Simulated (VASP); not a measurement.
GaP (a.b): single point with PBEsol

GaP (a.b):

```
Ga P
1.0
     0.00000    2.71963    2.71963
     2.71963    0.00000    2.71963
     2.71963    2.71963    0.00000
Ga P
1 1
Direct
  0.00000 0.00000 0.00000
  0.25000 0.25000 0.25000
```

```yaml
Program: VASP 6.6.1
Task: single point
Functional: PBEsol
Potentials_or_basis: VASP PAW PBE potentials, release 64 (Ga_d, P)
Cutoff: 500 eV
k_mesh: 10 × 10 × 10
Occupations: gaussian, width 0.02 eV
Spin: no spin polarisation
Dipole_correction: no
Further_INCAR_settings: ALGO = Normal; EDIFF = 1e-06; NBANDS = 16
```

```
Pressure               : -0.1 GPa
Band gap on the k mesh : 1.47 eV, indirect (least direct gap 1.80 eV)
```

Levels at points of the mesh, in eV from the valence-band top:
| k point | band 5 | band 6 | band 7 | band 8 | band 9 | band 10 | band 11 | band 12 | band 13 | band 14 |
| --- | --- | --- | --- | --- | --- | --- | --- | --- | --- | --- |
| (0.00, 0.00, 0.00) | -14.45 | -12.57 | 0.00 | 0.00 | 0.00 | 1.80 | 3.83 | 3.83 | 3.83 | 8.59 |
| (0.50, 0.00, 0.00) | -14.44 | -10.46 | -6.73 | -1.14 | -1.14 | 1.60 | 4.65 | 4.65 | 8.10 | 10.78 |
| (0.50, 0.50, 0.00) | -14.43 | -9.54 | -6.84 | -2.73 | -2.73 | 1.50 | 1.71 | 10.60 | 10.60 | 11.14 |

Run time: 43 s on 1 thread of Intel Xeon 8259CL (shared host), peak memory 0.17 GiB.

Caveat: the PAW data sets were made with another functional, which shifts forces and pressure a little. A k mesh can miss the band edges.
